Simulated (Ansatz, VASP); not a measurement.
PtS2: VASP beside Ansatz

The input INCAR:

```
SYSTEM = PtS2
ALGO = Normal ; DIPOL = 0.5 0.5 0.500
EDIFF = 1E-7 ; ENCUT = 520
GGA = PE ; IDIPOL = 3
ISIF = 2 ; ISMEAR = 0
IVDW = 12 ; LASPH = .TRUE.
LCHARG = .TRUE. ; LDIPOL = .TRUE.
LELF = .TRUE. ; LREAL = .FALSE.
LVACPOTAV = .TRUE. ; LVHAR = .TRUE.
LWAVE = .FALSE. ; NBANDS = 18
NELM = 60 ; PREC = Accurate
SIGMA = 0.02
```

KPOINTS

```
k-points
0
G
  9 9 1
  0 0 0
```

POSCAR

```
PtS2
1.0
    3.5410000000      0.0000000000      0.0000000000
   -1.7705000000      3.0665959548      0.0000000000
    0.0000000000      0.0000000000     30.8254864268
S Pt
2 1
Direct
    0.6666666667      0.3333333333      0.4597086650
    0.3333333333      0.6666666667      0.5402913350
    0.0000000000      0.0000000000      0.5000000000
```

Input for Ansatz:

```yaml
crystal:
  lattice:
    - [3.541, 0.0, 0.0]
    - [-1.7705, 3.0665959548, 0.0]
    - [0.0, 0.0, 30.8254864268]
  atoms:
    - { symbol: S, position: [0.6666666667, 0.3333333333, 0.459708665] }
    - { symbol: Pt, position: [0.0, 0.0, 0.5] }
    - { symbol: S, position: [0.3333333333, 0.6666666667, 0.540291335] }
  periodic: [true, true, false]
basis:
  ecutwfc: 420
kpoints:
  mp_grid: { grid: [9, 9, 1] }
hamiltonian:
  xc: pbe
  dispersion: d3bj
scf:
  occupations: { method: gaussian, width: 0.02 }
output:
  forces: true
  stress: true
  eigenvalues: true
```

Alike in both runs: task single point; functional PBE; dispersion D3(BJ); k mesh 9 × 9 × 1; occupations gaussian, width 0.02 eV; no spin polarisation.

```csv
,VASP,Ansatz
version,VASP 6.6.1,Ansatz 0.2.0
potentials or method,"VASP PAW PBE potentials, release 64 (S, Pt), cutoff 520 eV","scalar-relativistic, plane waves, PAW"
valence electrons in the cell,22,30
```

```csv
,VASP,Ansatz,Ansatz less VASP
gap on the k mesh at the Fermi level (eV),1.84,1.84,-0.002
least direct gap on the mesh (eV),1.92,1.92,-0.003
rms of the force components (eV/Å),0.018,0.000,-0.0176
```

VASP's potentials hold 22 valence electrons a cell and Ansatz's 30, so a difference there can come from the potentials and not from the codes.

Neither program's run includes spin-orbit coupling.
